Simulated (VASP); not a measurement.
# Pt (Pm-3m) in VASP: a series of runs

Pt is run at these levels: PBE; tasks: single point, relaxation of cell and atoms.

Everything below comes from runs of VASP 6.6.1. Logs are shortened: lines on timing, memory, paths and dates and some standing lists are left out, and cuts for length are marked.

### 1 The cell of the first run

It takes space group Pm-3m (No. 221, cubic). Conventional cell: a = 2.498 Å, b = 2.498 Å, c = 2.498 Å, α = 90.00°, β = 90.00°, γ = 90.00°. Pt (site symmetry m-3m) has 6 Pt at 2.50 Å within 3.3 Å.

### 2 Single point, PBE

The input, INCAR:

```
ALGO = Normal
EDIFF = 1E-6
ENCUT = 520
GGA = PE
ISIF = 2
ISMEAR = -1
LASPH = T
LCHARG = F
LREAL = F
LWAVE = F
NBANDS = 11
NELM = 60
PREC = Accurate
SIGMA = 0.1
```

The input, KPOINTS:

```
k-points
0
Gamma
  15 15 15
```

The input, POSCAR:

```
Pt
1.0
    2.4981338867      0.0000000000      0.0000000000
    0.0000000000      2.4981338867      0.0000000000
    0.0000000000      0.0000000000      2.4981338867
Pt
1
Direct
    0.0000000000      0.0000000000      0.0000000000
```

Potentials or basis: VASP PAW PBE potentials, release 64 (Pt).

Started as:

```console
$ cat potpaw_PBE.64/Pt/POTCAR > POTCAR
$ mpirun -np 1 vasp_std > vasp.out
```

OUTCAR:

```text
EDIFF = 1E-6
   ENCUT = 520
   GGA = PE
   ISIF = 2
   ISMEAR = -1
   LASPH = T
   LREAL = F
   NELM = 60
   PREC = Accurate

 ion  position               nearest neighbor table
   1  0.000  0.000  0.000-

  LATTYP: Found a simple cubic cell.
 ALAT       =     2.4981338867

  Lattice vectors:

 A1 = (   2.4981338867,   0.0000000000,   0.0000000000)
 A2 = (   0.0000000000,   2.4981338867,   0.0000000000)
 A3 = (   0.0000000000,   0.0000000000,   2.4981338867)

Analysis of symmetry for initial positions (statically):
=====================================================================
 Subroutine PRICEL returns:
 Original cell was already a primitive cell.

 Routine SETGRP: Setting up the symmetry group for a
 simple cubic supercell.

 Subroutine GETGRP returns: Found 48 space group operations
 (whereof 48 operations were pure point group operations)
 out of a pool of 48 trial point group operations.

The static configuration has the point symmetry O_h .

Analysis of symmetry for dynamics (positions and initial velocities):
=====================================================================
 Subroutine PRICEL returns:
 Original cell was already a primitive cell.

 Routine SETGRP: Setting up the symmetry group for a
 simple cubic supercell.

 Subroutine GETGRP returns: Found 48 space group operations
 (whereof 48 operations were pure point group operations)
 out of a pool of 48 trial point group operations.

The dynamic configuration has the point symmetry O_h .

 Subroutine INISYM returns: Found 48 space group operations
 (whereof 48 operations are pure point group operations),
 and found     1 'primitive' translations

----------------------------------------------------------------------------------------

                                     Primitive cell

  volume of cell :      15.5900

  direct lattice vectors                    reciprocal lattice vectors
     2.498133887  0.000000000  0.000000000     0.400298801  0.000000000  0.000000000
     0.000000000  2.498133887  0.000000000     0.000000000  0.400298801  0.000000000
     0.000000000  0.000000000  2.498133887     0.000000000  0.000000000  0.400298801

  length of vectors
     2.498133887  2.498133887  2.498133887     0.400298801  0.400298801  0.400298801

  position of ions in fractional coordinates (direct lattice)
     0.000000000  0.000000000  0.000000000

  ion indices of the primitive-cell ions
   primitive index   ion index
                 1           1

----------------------------------------------------------------------------------------

 KPOINTS: k-points

Automatic generation of k-mesh.
 Grid dimensions read from file:
 generate k-points for:   15   15   15

 Generating k-lattice:

  Cartesian coordinates                     Fractional coordinates (reciprocal lattice)
     0.026686587  0.000000000  0.000000000     0.066666667  0.000000000  0.000000000
     0.000000000  0.026686587  0.000000000     0.000000000  0.066666667  0.000000000
     0.000000000  0.000000000  0.026686587     0.000000000  0.000000000  0.066666667

  Length of vectors
     0.026686587  0.026686587  0.026686587

  Shift w.r.t. Gamma in fractional coordinates (k-lattice)
     0.000000000  0.000000000  0.000000000

 Subroutine IBZKPT returns following result:
 ===========================================

 Found    120 irreducible k-points:

 Following reciprocal coordinates:
            Coordinates               Weight
  0.000000  0.000000  0.000000      1.000000
  0.066667  0.000000  0.000000      6.000000
  0.133333  0.000000  0.000000      6.000000
  0.200000  0.000000  0.000000      6.000000
  0.266667  0.000000  0.000000      6.000000
  0.333333  0.000000  0.000000      6.000000
[... 16 lines left out ...]
  0.266667  0.200000  0.000000     24.000000
  0.333333  0.200000  0.000000     24.000000
 [... further k-points ...]
   k-points           NKPTS =    120   k-points in BZ     NKDIM =    120   number of bands    NBANDS=     11
   number of dos      NEDOS =    301   number of ions     NIONS =      1
   total plane-waves  NPLWV =   8000
   dimension x,y,z NGX =    20 NGY =   20 NGZ =   20
   dimension x,y,z NGXF=    40 NGYF=   40 NGZF=   40
   ions per type =               1
   NGX,Y,Z   is equivalent  to a cutoff of  13.31, 13.31, 13.31 a.u.
   NGXF,Y,Z  is equivalent  to a cutoff of  26.62, 26.62, 26.62 a.u.
 SYSTEM =  unknown system
   PREC   = accura    normal or accurate (medium, high low for compatibility)
   ISTART =      0    job   : 0-new  1-cont  2-samecut
   ICHARG =      2    charge: 1-file 2-atom 10-const
   ISPIN  =      1    spin polarized calculation?
   LNONCOLLINEAR =      F non collinear calculations
   LSORBIT =      F    spin-orbit coupling
   LASPH  =      T    aspherical Exc in radial PAW
   ENCUT  =  520.0 eV  38.22 Ry    6.18 a.u.   4.64  4.64  4.64*2*pi/ulx,y,z
   NELM   =     60;   NELMIN=  2; NELMDL= -5     # of ELM steps
   EDIFF  = 0.1E-05   stopping-criterion for ELM
   LREAL  =      F    real-space projection
[... 7 lines left out ...]
   TEBEG  =    0.0;   TEEND  =   0.0 temperature during run
   PSTRESS=    0.0 pullay stress
   NELECT =      10.0000    total number of electrons
   NUPDOWN=      -1.0000    fix difference up-down
   EMIN   =  10.00;   EMAX   =-10.00  energy-range for DOS
   EFERMI =   0.00;   METHOD = LEGACY
   ISMEAR =    -1;   SIGMA  =   0.10  broadening in eV -4-tet -1-fermi 0-gaus
   EFERMI_NEDOS =   21; number of points for ismear=-14 and -15
   IALGO  =     38    algorithm
   IMIX   =      4    mixing-type and parameters
     AMIX     =   0.40;   BMIX     =  1.00
     AMIX_MAG =   1.60;   BMIX_MAG =  1.00
  volume/ion in A,a.u.               =      15.59       105.21
  Fermi-wavevector in a.u.,A,eV,Ry     =   1.411863  2.668034 27.121257  1.993356
  Thomas-Fermi vector in A             =   2.533670
   LORBIT       =      0    0 simple, 1 ext, 2 COOP (PROOUT), +10 PAW based schemes
   GGA     = PE    functional components
   LHFCALC =     F    Hartree Fock is set to
   AEXX    =    0.0000 exact exchange contribution
   IVDW    =     0    specifies the selected vdW correction
   LEPSILON=     F    determine dielectric tensor
   LRPA    =     F    only Hartree local field effects (RPA)
 non-spin polarized calculation
  energy-cutoff  :      520.00
  volume of cell :       15.59
 maximum number of plane-waves:       441
 NGX is ok and might be reduce to    20
   NGX =  9   NGY =  9   NGZ =  9

 number of electron      10.0000003 magnetization

 Free energy of the ion-electron system (eV)
  ---------------------------------------------------
  ext. energy  EPLUGINS =         0.00000000
  ---------------------------------------------------
  free energy    TOTEN  =        -5.40709298 eV

  energy without entropy =       -5.37273073  energy(sigma->0) =       -5.38991185

 E-fermi :  10.6883     XC(G=0): -13.1365

 val. band max:       10.6577842593   @ k =   0.4667   0.0667   0.0667
 cond. band min:      10.6934107010   @ k =   0.3333   0.1333   0.0667
 fundamental gap:      0.0356264417
 Fermi energy:        10.6882622106

 k-point     1 :       0.0000    0.0000    0.0000
  band No.  band energies     occupation
      1       0.9000      2.00000
      2       3.7468      2.00000
      3       3.7468      2.00000
      4      11.1425      0.02106
      5      11.1425      0.02106
      6      11.1425      0.02106
      7      26.6844      0.00000
      8      26.6844      0.00000
      9      26.6844      0.00000
     10      33.2318      0.00000
     11      36.0502      0.00000

 k-point     2 :       0.0667    0.0000    0.0000
  band No.  band energies     occupation
      1       1.0446      2.00000
      2       3.7757      2.00000
      3       3.8866      2.00000
      4      10.9913      0.09210
      5      10.9914      0.09210
      6      11.1541      0.01879
      7      25.7561      0.00000
      8      26.9526      0.00000
      9      26.9526      0.00000
     10      33.8514      0.00000
     11      34.8429      0.00000

 k-point     3 :       0.1333    0.0000    0.0000
  band No.  band energies     occupation
      1       1.4413      2.00000
      2       3.8584      2.00000
      3       4.3208      2.00000
      4      10.5859      1.47127
      5      10.5859      1.47127
      6      11.1869      0.01357
      7      23.8579      0.00000
      8      27.6978      0.00000
      9      27.6978      0.00000
     10      32.9474      0.00000
     11      34.4615      0.00000

 k-point     4 :       0.2000    0.0000    0.0000
  band No.  band energies     occupation
      1       1.9915      2.00000
      2       3.9831      2.00000
      3       5.0783      2.00000
      4      10.0382      1.99700
      5      10.0382      1.99700
      6      11.2357      0.00835
      7      21.8180      0.00000
      8      28.7761      0.00000
      9      28.7761      0.00000
     10      31.1643      0.00000
     11      34.5392      0.00000

 k-point     5 :       0.2667    0.0000    0.0000
  band No.  band energies     occupation
      1       2.5796      2.00000
      2       4.1306      2.00000
      3       6.1480      2.00000
      4       9.4669      1.99999
      5       9.4669      1.99999
      6      11.2923      0.00475
      7      19.9159      0.00000
      8      29.6395      0.00000
      9      30.0212      0.00000
     10      30.0212      0.00000
     11      34.1520      0.00000
[... 211 lines left out ...]
 k-point    21 :       0.4667    0.1333    0.0000
  band No.  band energies     occupation
      1       4.1988      2.00000
      2       5.1368      2.00000
      3       6.6774      2.00000
      4       8.4899      2.00000
      5      10.9223      0.17571
      6      11.1487      0.01981
      7      16.3404      0.00000
      8      27.6582      0.00000
      9      29.9746      0.00000
     10      31.1238      0.00000
     11      34.5002      0.00000

 k-point    22 :       0.2000    0.2000    0.0000
  band No.  band energies     occupation
      1       3.0353      2.00000
      2       4.8795      2.00000
      3       5.6882      2.00000
      4       8.9067      2.00000
      5      10.0541      1.99648
      6      10.2924      1.96253
      7      23.4457      0.00000
      8      23.5606      0.00000
      9      30.9975      0.00000
     10      31.2526      0.00000
     11      37.4945      0.00000

 k-point    23 :       0.2667    0.2000    0.0000
  band No.  band energies     occupation
      1       3.5147      2.00000
      2       5.1796      2.00000
      3       6.4232      2.00000
      4       8.6322      2.00000
      5       9.5963      1.99996
      6      10.2756      1.96824
      7      21.4432      0.00000
      8      24.4907      0.00000
      9      30.5255      0.00000
     10      32.3245      0.00000
     11      37.1771      0.00000

 k-point    24 :       0.3333    0.2000    0.0000
  band No.  band energies     occupation
      1       3.9277      2.00000
      2       5.3799      2.00000
      3       6.7086      2.00000
      4       9.1199      2.00000
      5       9.3086      2.00000
      6      10.3407      1.93997
      7      19.5297      0.00000
      8      25.5175      0.00000
      9      29.6931      0.00000
     10      33.6814      0.00000
     11      34.6537      0.00000

 [... further k-points ...]
[... 5 lines left out ...]
  --------------------------------------------------------------------------------------
  -------------------------------------------------------------------------------------
  Total        3.9126073      3.9126073      3.9126073      0.0000000      0.0000000      0.0000000
  in kB      402.0959574    402.0959574    402.0959574      0.0000000      0.0000000      0.0000000
  external PRESSURE =     402.0959574 kB  Pullay stress =       0.0000000 kB

 VOLUME and BASIS-vectors are now :
 -----------------------------------------------------------------------------
  energy-cutoff  :      520.00
  volume of cell :       15.59
      direct lattice vectors                 reciprocal lattice vectors
     2.498133887  0.000000000  0.000000000     0.400298801  0.000000000  0.000000000
     0.000000000  2.498133887  0.000000000     0.000000000  0.400298801  0.000000000
     0.000000000  0.000000000  2.498133887     0.000000000  0.000000000  0.400298801

 POSITION                                       TOTAL-FORCE (eV/Angst)
 -----------------------------------------------------------------------------------
      0.00000      0.00000      0.00000         0.000000      0.000000      0.000000
 -----------------------------------------------------------------------------------
    total drift:                               -0.000000      0.000000      0.000000

  FREE ENERGIE OF THE ION-ELECTRON SYSTEM (eV)
  ---------------------------------------------------
  free  energy   TOTEN  =        -5.4070929808 eV

  energy  without entropy=       -5.3727307253  energy(sigma->0) =       -5.38991185
```

Run time: 24 s. Hardware: 1 thread of Intel Xeon Platinum 8375C at 2.90GHz (Ice Lake), shared host; peak memory 0.13 GiB.

Results:

| Item | Value |
| --- | --- |
| Free energy | -5.4071 eV |
| Pressure | 40.2 GPa |
| Band gap on the k mesh | zero (band 5 reaches 13.15 eV, above the bottom of band 6 at 9.33 eV) |

Levels at points of the mesh, in eV from the Fermi level:
| k point | band 2 | band 3 | band 4 | band 5 | band 6 | band 7 | band 8 | band 9 |
| --- | --- | --- | --- | --- | --- | --- | --- | --- |
| (0.00, 0.00, 0.00) | -6.94 | -6.94 | 0.45 | 0.45 | 0.45 | 16.00 | 16.00 | 16.00 |

Caveat: spin-orbit coupling is left out, which moves the levels of the heavy elements.

### 3 Relaxation of cell and atoms, PBE, target pressure 41 GPa, at which the enthalpy is minimised

This run uses another cell than the first one, of 14.74 Å³/atom, 0.946 times its volume.

The input, INCAR:

```
SYSTEM = Pt
PREC     = Accurate       ! precision mode
ENCUT    = 600            ! plane-wave cutoff, eV
EDIFF    = 1E-6           ! SCF threshold, eV
ISMEAR   = -1             ! smearing method
SIGMA    = 0.1            ! smearing width, eV
LREAL    = .False.        ! projectors in reciprocal space
LASPH    = .True.         ! aspherical terms in the spheres
NELM     = 80             ! most SCF steps
ALGO     = Normal         ! electronic algorithm
ISIF     = 3              ! what is computed and relaxed
LWAVE    = .False.        ! write WAVECAR
LCHARG   = .False.        ! write CHGCAR
GGA      = PE             ! functional
IBRION   = 2              ! ionic algorithm
NSW      = 60             ! ionic steps
EDIFFG   = -0.005         ! ionic threshold
PSTRESS  = 410.0
```

The input, KPOINTS:

```
regular mesh
0
Gamma
  15 15 15
  0 0 0
```

The input, POSCAR:

```
Pt
1.0
    2.4521091284      0.0000000000      0.0000000000
    0.0000000000      2.4521091284      0.0000000000
    0.0000000000      0.0000000000      2.4521091284
Pt
1
Direct
    0.0000000000      0.0000000000      0.0000000000
```

Potentials or basis: VASP PAW PBE potentials, release 64 (Pt).

Started as:

```console
$ cat potpaw_PBE.64/Pt/POTCAR > POTCAR
$ mpirun -np 1 vasp_std > vasp.out
```

OUTCAR:

```text
SYSTEM = Pt
   PREC = Accurate
   ENCUT = 600
   EDIFF = 1E-6
   ISMEAR = -1
   LREAL = .False.
   LASPH = .True.
   NELM = 80
   ISIF = 3
   GGA = PE
   IBRION = 2
   NSW = 60
   EDIFFG = -0.005
   PSTRESS = 410.0

 ion  position               nearest neighbor table
   1  0.000  0.000  0.000-

  LATTYP: Found a simple cubic cell.
 ALAT       =     2.4521091284

  Lattice vectors:

 A1 = (   2.4521091284,   0.0000000000,   0.0000000000)
 A2 = (   0.0000000000,   2.4521091284,   0.0000000000)
 A3 = (   0.0000000000,   0.0000000000,   2.4521091284)

Analysis of symmetry for initial positions (statically):
=====================================================================
[... 228 lines left out ...]
      8      21.4397      0.00000
      9      21.4397      0.00000
[... 345 lines left out ...]
  energy  without entropy=       -5.3910052217  energy(sigma->0) =       -5.40832845

  enthalpy is  TOTEN    =        -1.4163666862 eV   P V=        4.0092849979

[... ionic steps 4 to 14 ...]

--------------------------------------- Ionic step       15  -------------------------------------------

 number of electron      10.0000003 magnetization

------------------------ aborting loop because EDIFF is reached ----------------------------------------
[... 69 lines left out ...]
--------------------------------------- Ionic step       17  -------------------------------------------

 number of electron      10.0000003 magnetization

 Free energy of the ion-electron system (eV)
  ---------------------------------------------------
  ext. energy  EPLUGINS =         0.00000000
  ---------------------------------------------------
  free energy    TOTEN  =        -5.39937794 eV

  energy without entropy =       -5.36512444  energy(sigma->0) =       -5.38225119

 E-fermi :  10.7225     XC(G=0): -13.1474

 val. band max:       10.6876192282   @ k =   0.4667   0.0667   0.0667
 cond. band min:      10.7281839518   @ k =   0.3333   0.1333   0.0667
 fundamental gap:      0.0405647236
 Fermi energy:        10.7225269545

 k-point     1 :       0.0000    0.0000    0.0000
  band No.  band energies     occupation
      1       0.9153      2.00000
      2       3.7626      2.00000
      3       3.7626      2.00000
      4      11.1789      0.02062
      5      11.1789      0.02062
      6      11.1789      0.02062
      7      26.7287      0.00000
      8      26.7287      0.00000
      9      26.7287      0.00000
[... 308 lines left out ...]
  energy  without entropy=       -5.3651244435  energy(sigma->0) =       -5.38225119

  enthalpy is  TOTEN    =        -1.4172444361 eV   P V=        3.9821335036

 reached required accuracy - stopping structural energy minimisation
```

OSZICAR:

```text
N       E                     dE             d eps       ncg     rms          rms(c)
DAV:   1     0.431639400835E+02    0.43164E+02   -0.60768E+03  2184   0.117E+03
DAV:   2    -0.500524561642E+01   -0.48169E+02   -0.46440E+02  2279   0.202E+02
DAV:   3    -0.544788544519E+01   -0.44264E+00   -0.44057E+00  2577   0.202E+01
DAV:   4    -0.544947381289E+01   -0.15884E-02   -0.15883E-02  2445   0.125E+00
[... 86 lines left out ...]
DAV:   3    -0.539833599467E+01    0.14764E-06   -0.37331E-07  1080   0.541E-03
  16 F= -.14172438E+01 E0= -.14001248E+01  d E =-.307796E-05
       N       E                     dE             d eps       ncg     rms          rms(c)
DAV:   1    -0.539938410709E+01   -0.10480E-02   -0.13232E-04  2175   0.127E-01    0.172E-02
DAV:   2    -0.539937836732E+01    0.57398E-05   -0.15218E-05  2161   0.363E-02    0.687E-03
DAV:   3    -0.539937793963E+01    0.42769E-06   -0.14054E-06  1080   0.104E-02
  17 F= -.14172444E+01 E0= -.14001177E+01  d E =-.367561E-05
```

CONTCAR:

```text
Pt
   1.00000000000000
     2.4965916512395947   -0.0000000000000000    0.0000000000000000
    -0.0000000000000000    2.4965916512395947    0.0000000000000001
    -0.0000000000000000    0.0000000000000001    2.4965916512395956
  Pt
     1
Direct
     1.0000000000000000    0.0000000000000000    1.0000000000000000

  0.00000000E+00  0.00000000E+00  0.00000000E+00
```

Run time: 95 s. Hardware: 1 thread of Intel Xeon Platinum 8375C at 2.90GHz (Ice Lake), shared host; peak memory 0.15 GiB.

Results:

| Item | Value |
| --- | --- |
| Free energy | -5.3994 eV |
| Relaxed volume | 15.56 Å³/atom |
| Relaxed cell | a = 2.497 Å, b = 2.497 Å, c = 2.497 Å, α = 90.00°, β = 90.00°, γ = 90.00° |
| Space group after relaxing (to 0.05 Å) | Pm-3m (No. 221) |
| Energy change on relaxing (the enthalpy is what falls) | -265.9 meV/atom |
| Ionic steps | 17 |
| Pressure after relaxing | 41.0 GPa |
| Band gap on the k mesh | zero (band 5 reaches 13.19 eV, above the bottom of band 6 at 9.36 eV) |

Step by step:
| step | energy change (eV) | largest force (eV/Å) | pressure (GPa) | volume (Å³) |
| --- | --- | --- | --- | --- |
| 1 | 0.0000 | 0.0000 | 64.46 | 14.74 |
| 2 | -0.4532 | 0.0000 | -13.51 | 19.85 |
| 3 | -0.2922 | 0.0000 | 38.40 | 15.67 |
| 4 | -0.2677 | 0.0000 | 40.79 | 15.57 |
| 5 | -0.2634 | 0.0000 | 41.21 | 15.55 |
| 6 | -0.2635 | 0.0000 | 41.22 | 15.55 |
| 7 | -0.2638 | 0.0000 | 41.22 | 15.55 |
| 8 | -0.2638 | 0.0000 | 41.19 | 15.55 |
| 9 | -0.2638 | 0.0000 | 41.19 | 15.55 |
| 10 | -0.2638 | 0.0000 | 41.19 | 15.55 |
| 11 | -0.2638 | 0.0000 | 41.19 | 15.55 |
| 12 | -0.2639 | 0.0000 | 41.19 | 15.55 |
| 13 | -0.2639 | 0.0000 | 41.18 | 15.55 |
| 14 | -0.2641 | 0.0000 | 41.18 | 15.55 |
| 15 | -0.2643 | 0.0000 | 41.16 | 15.56 |
| 16 | -0.2648 | 0.0000 | 41.09 | 15.56 |
| 17 | -0.2659 | 0.0000 | 40.99 | 15.56 |

Final structure:
```
Pt
1.0
     2.49659    0.00000    0.00000
     0.00000    2.49659    0.00000
     0.00000    0.00000    2.49659
Pt
1
Direct
  0.00000 0.00000 0.00000
```

Caveat: the cell is relaxed towards a set pressure, so the enthalpy falls and the energy may rise; spin-orbit coupling is left out, which moves the levels of the heavy elements.

(Continued in part 2 of 2.)
